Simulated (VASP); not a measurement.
Here is a VASP 6.6.1 calculation.

Contents of INCAR:

```
ALGO = Normal ; EDIFF = 1E-6
ENCUT = 520 ; GGA = RP
ISIF = 2 ; ISMEAR = -1
IVDW = 13 ; LASPH = True
LCHARG = False ; LREAL = False
LWAVE = False ; NBANDS = 17
NELM = 80 ; PREC = Accurate
SIGMA = 0.05
```

KPOINTS

```
k-points
0
Gamma
  7 7 7
```

POSCAR

```
SnTe
1.0
    0.0000000000      3.1508500000      3.1508500000
    3.1508500000      0.0000000000      3.1508500000
    3.1508500000      3.1508500000      0.0000000000
Te Sn
1 1
Direct
    0.5000000000      0.5000000000      0.5000000000
    0.0000000000      0.0000000000      0.0000000000
```

Potentials or basis: VASP PAW PBE potentials, release 64 (Te, Sn_d).

Run with:

```sh
$ cat potpaw_PBE.64/Te/POTCAR potpaw_PBE.64/Sn_d/POTCAR > POTCAR
$ mpirun -np 1 vasp_std > vasp.out
```

Problem. Predict the pressure.

Solution. -0.7 GPa.

Problem. What does it give for the dispersion energy per atom?

Solution. -0.797 eV.

Caveat: the PAW data sets were made with another functional, which shifts forces and pressure a little.
